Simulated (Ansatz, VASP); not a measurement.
# LiBi2: VASP beside Ansatz

INCAR

```
PREC     = Accurate       # precision mode
ENCUT    = 600            # plane-wave cutoff, eV
EDIFF    = 1E-6           # SCF threshold, eV
ISMEAR   = 0              # smearing method
SIGMA    = 0.1            # smearing width, eV
LREAL    = False          # projectors in reciprocal space
LASPH    = True           # aspherical terms in the spheres
NELM     = 80             # most SCF steps
ALGO     = Normal         # electronic algorithm
ISIF     = 3              # what is computed and relaxed
LWAVE    = False          # write WAVECAR
LCHARG   = False          # write CHGCAR
GGA      = PE             # functional
IBRION   = 2              # ionic algorithm
NSW      = 90             # ionic steps
EDIFFG   = -0.04          # ionic threshold
```

File KPOINTS:

```
Automatic mesh
0
Gamma
  6 6 1
```

POSCAR

```
LiBi2
1.0
    3.7067819100      0.0000000000      0.0000000000
   -1.8533909500      3.2101673000      0.0000000000
    0.0000000000      0.0000000000     15.3275445100
Li Bi
2 4
Direct
    0.0000000000      0.0000000000      0.0000000000
    0.3333333300      0.6666666700      0.5000000000
    0.3333333300      0.6666666700      0.1621873700
    0.6666666700      0.3333333300      0.3378126300
    0.6666666700      0.3333333300      0.6621873700
    0.3333333300      0.6666666700      0.8378126300
```

Input for Ansatz:

```yaml
crystal:
  lattice:
    - [3.70678191, 0.0, 0.0]
    - [-1.85339095, 3.2101673, 0.0]
    - [0.0, 0.0, 15.32754451]
  atoms:
    - { symbol: Li, position: [0.0, 0.0, 0.0] }
    - { symbol: Li, position: [0.33333333, 0.66666667, 0.5] }
    - { symbol: Bi, position: [0.33333333, 0.66666667, 0.16218737] }
    - { symbol: Bi, position: [0.66666667, 0.33333333, 0.33781263] }
    - { symbol: Bi, position: [0.66666667, 0.33333333, 0.66218737] }
    - { symbol: Bi, position: [0.33333333, 0.66666667, 0.83781263] }
basis:
  ecutwfc: 420
kpoints:
  mp_grid: { grid: [6, 6, 1] }
hamiltonian:
  xc: pbe
scf:
  occupations: { method: gaussian, width: 0.1 }
  lower_state_search: "off"
output:
  forces: true
  stress: true
  eigenvalues: true
relax:
  adjacent_minimum: "off"
  f_tol: 0.04
  max_steps: 70
  cell: { stress_tol: 0.4 }
```

Alike in both runs: task relaxation of cell and atoms; functional PBE; k mesh 6 × 6 × 1; occupations gaussian, width 0.1 eV; no spin polarisation.

|  | VASP | Ansatz |
| --- | --- | --- |
| version | VASP 6.6.1 | Ansatz 0.2.0 |
| potentials or method | VASP PAW PBE potentials, release 64 (Li_sv, Bi_d), cutoff 600 eV | scalar-relativistic, plane waves, PAW |
| valence electrons in the cell | 66 | 66 |

```tsv
	VASP	Ansatz	Ansatz less VASP
gap on the k mesh at the Fermi level, each at its own relaxed structure (eV)	none	none	-
relaxed volume (Å³/atom)	26.64	26.67	+0.036
relaxed cell length with the largest relative difference (Å)	15.040	14.991	-0.0488
```

A gap of «none» marks a metal or a gap that the smearing closes.

The k mesh is coarse, so the values compare programs but aren't converged. Neither program's run includes spin-orbit coupling. Noted on VASP's run: the cutoff is short for stress, so the pressure is rough.
